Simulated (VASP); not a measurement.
A run of VASP 6.6.1:

The input INCAR:

```
ALGO = Normal
EDIFF = 1E-6
EDIFFG = -0.002
ENCUT = 600
GGA = PS
IBRION = 2
ISIF = 3
ISMEAR = 0
LASPH = True
LCHARG = False
LREAL = False
LWAVE = False
NELM = 100
NSW = 100
PREC = Accurate
PSTRESS = 20.0
SIGMA = 0.01
```

File KPOINTS:

```
k-points
0
Gamma
  8 8 8
```

The input POSCAR:

```
Si
1.0
    0.0000000000      2.7168137247      2.7168137247
    2.7168137247      0.0000000000      2.7168137247
    2.7168137247      2.7168137247      0.0000000000
Si
2
Direct
    0.2500000000      0.2500000000      0.2500000000
    0.0000000000      0.0000000000      0.0000000000
```

Potentials or basis: VASP PAW PBE potentials, release 64 (Si).

Command:

```bash
$ cat potpaw_PBE.64/Si/POTCAR > POTCAR
$ mpirun -np 1 vasp_std > vasp.out
```

Hardware: 1 thread of Intel(R) Xeon(R) 6975P-C (Granite Rapids), with other jobs on the host.

**Question.** Estimate the wall time of this run.

**Answer.** Wall time 7.3 s on 1 thread of Intel(R) Xeon(R) 6975P-C (Granite Rapids) (shared host), peak memory 0.17 GiB. Counts: scf iterations 21, k points 29, ion steps 3.
